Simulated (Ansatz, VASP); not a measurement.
## Mg: VASP beside Ansatz

File INCAR:

```
SYSTEM = Mg
PREC     = Accurate       ! precision mode
ENCUT    = 520            ! plane-wave cutoff, eV
EDIFF    = 1E-8           ! SCF threshold, eV
ISMEAR   = -1             ! smearing method
SIGMA    = 0.08           ! smearing width, eV
LREAL    = .False.        ! projectors in reciprocal space
LASPH    = .True.         ! aspherical terms in the spheres
NELM     = 80             ! most SCF steps
ALGO     = Normal         ! electronic algorithm
ISIF     = 2              ! what is computed and relaxed
LWAVE    = .False.        ! write WAVECAR
LCHARG   = .False.        ! write CHGCAR
GGA      = PE             ! functional
LEFG     = .True.       
NBANDS   = 9              ! bands
```

Contents of KPOINTS:

```
regular mesh
0
Gamma
  12 12 7
  0 0 0
```

File POSCAR:

```
Mg
1.0
    3.1985381027      0.0000000000      0.0000000000
   -1.5992690513      2.7700152519      0.0000000000
    0.0000000000      0.0000000000      5.1929040170
Mg
2
Direct
    0.3333333333      0.6666666667      0.2500000000
    0.6666666667      0.3333333333      0.7500000000
```

Input for Ansatz:

```yaml
crystal:
  lattice:
    - [3.1985381027, 0.0, 0.0]
    - [-1.5992690513, 2.7700152519, 0.0]
    - [0.0, 0.0, 5.192904017]
  atoms:
    - { symbol: Mg, position: [0.3333333333, 0.6666666667, 0.25] }
    - { symbol: Mg, position: [0.6666666667, 0.3333333333, 0.75] }
kpoints:
  mp_grid: { grid: [12, 12, 7] }
scf:
  occupations: { method: fermi_dirac, width: 0.08 }
hamiltonian:
  xc: pbe
  pseudopotentials: { kind: all_electron, datasets: crystal }
output:
  forces: true
  stress: true
  eigenvalues: true
  efg: { contact_densities: true }
```

Change from the starting cell: volume scaled by 0.99, crystal datasets.

Alike in both runs: task electric field gradients; functional PBE; k mesh 12 × 12 × 7; occupations fermi-dirac, width 0.08 eV; no spin polarisation.

|  | VASP | Ansatz |
| --- | --- | --- |
| version | VASP 6.6.1 | Ansatz 0.2.0 |
| potentials or method | VASP PAW PBE potentials, release 64 (Mg), cutoff 520 eV | all-electron PAW with datasets made for the crystal, scalar-relativistic |

```tsv
	VASP	Ansatz	Ansatz less VASP
pressure (GPa)	-0.2	-0.1	+0.10
traceless stress, the component that is largest in VASP (GPa)	-0.53	-0.53	+0.002
size of Vzz on the site where it differs most (V/Å²)	1.0	1.1	+0.14
```

Ansatz ran all-electron here, and VASP with PAW potentials.
